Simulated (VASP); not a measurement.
Here is a VASP 6.6.1 calculation.

The input POSCAR:

```
SnO2
1.0
    4.6177565128      0.0000000000      0.0000000000
    0.0000000000      4.6177565128      0.0000000000
    0.0000000000      0.0000000000      3.1040778629
Sn O
2 4
Direct
    0.0000000000      0.0000000000      0.0000000000
    0.5000000000      0.5000000000      0.5000000000
    0.3041103291      0.3041103291      0.0000000000
    0.1958896709      0.8041103291      0.5000000000
    0.8041103291      0.1958896709      0.5000000000
    0.6958896709      0.6958896709      0.0000000000
```

File INCAR.step1:

```
SYSTEM = SnO2
ALGO = Normal
EDIFF = 1E-4
ENCUT = 520
GGA = PE
ISMEAR = 0
LASPH = .True.
LCHARG = .False.
LREAL = .False.
LWAVE = .True.
NBANDS = 35
NELM = 80
PREC = Accurate
SIGMA = 0.01
```

INCAR.step2

```
SYSTEM = SnO2
ALGO = Normal
EDIFF = 1E-6
ENCUT = 520
ISIF = 2
ISMEAR = 0
ISTART = 1
LASPH = .True.
LCHARG = .False.
LMIXTAU = .True.
LREAL = .False.
LWAVE = .False.
METAGGA = R2SCAN
NBANDS = 35
NELM = 80
PREC = Accurate
SIGMA = 0.01
```

The input KPOINTS:

```
k-points
0
Gamma
  6 6 8
  0 0 0
```

Potentials or basis: VASP PAW PBE potentials, release 64 (Sn_d, O).

Run with:

```console
$ cat potpaw_PBE.64/Sn_d/POTCAR potpaw_PBE.64/O/POTCAR > POTCAR
$ cp INCAR.step1 INCAR
$ mpirun -np 1 vasp_std > vasp.out
$ cp INCAR.step2 INCAR
$ mpirun -np 1 vasp_std > vasp.out
```

(1) Estimate the pressure.

(2) Predict the band gap on the k mesh.

(3) Predict the largest force.

## Answers

(1) 25.7 GPa.

(2) 2.92 eV.

(3) 0.025 eV/Å.

Caveat: the cell differs from its parent crystal (strain -3.0%); the stress differs along the axes, from 24 to 30 GPa; the structure was generated, so it needn't be the stable form of SnO2; the PAW data sets were made with another functional, which shifts forces and pressure a little; spin-orbit coupling is left out, which moves the levels of the heavy elements.
